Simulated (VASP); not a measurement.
AgRuS2:

```xyz
4
Lattice="3.9600 0.0000 0.0000 0.0000 3.9600 0.0000 0.0000 0.0000 5.6003" Properties=species:S:1:pos:R:3 pbc="T T T"
Ag    1.9800    1.9800    2.8001
Ru    0.0000    0.0000    0.0000
S     1.9800    0.0000    1.4001
S     0.0000    1.9800    4.2002
```

| Property | Result |
| --- | --- |
| Program | VASP 6.6.1 |
| Task | relaxation of cell and atoms |
| Functional | PBE |
| Potentials or basis | VASP PAW PBE potentials, release 64 (Ag, Ru_pv, S) |
| Cutoff | 600 eV |
| k mesh | 4 × 4 × 4 |
| Occupations | gaussian, width 0.1 eV |
| Spin | collinear spin, ferromagnetic start |
| Starting moments | [0.0, 1.0, 0.0, 0.0] μB |

At the start: pressure -6.4 GPa; volume 21.96 Å³/atom.

Problem. How do energy, volume and symmetry change on relaxing?

Solution. Over 9 steps the energy falls by 175.8 meV/atom and the volume is 20.81 Å³/atom (-5.2 %); space group P-4m2 (No. 115, to 0.1 Å) before and after; moment 0.00 μB per cell.

Step by step:
```csv
step,energy change (eV),largest force (eV/Å),pressure (GPa),volume (Å³)
1,0.0000,2.3229,-6.41,87.82
2,-0.4847,1.0769,5.41,77.12
3,-0.4886,1.2024,4.26,77.83
4,-0.6728,0.2360,1.96,80.64
5,-0.6917,0.1254,1.32,81.98
6,-0.6938,0.1257,-1.11,83.96
7,-0.6972,0.0166,-0.07,83.08
8,-0.6991,0.0045,-0.09,83.12
9,-0.7032,0.0203,-0.14,83.24
```

Final structure:
```
CELL_PARAMETERS angstrom
3.84507 0.00000 0.00000
0.00000 3.84507 0.00000
0.00000 0.00000 5.62988
ATOMIC_POSITIONS crystal
Ag 0.50000 0.50000 0.50000
Ru 0.00000 0.00000 0.00000
S 0.50000 0.00000 0.20821
S 0.00000 0.50000 0.79179
```

Caveat: the k points lie up to 0.41 Å⁻¹ apart in the final cell.
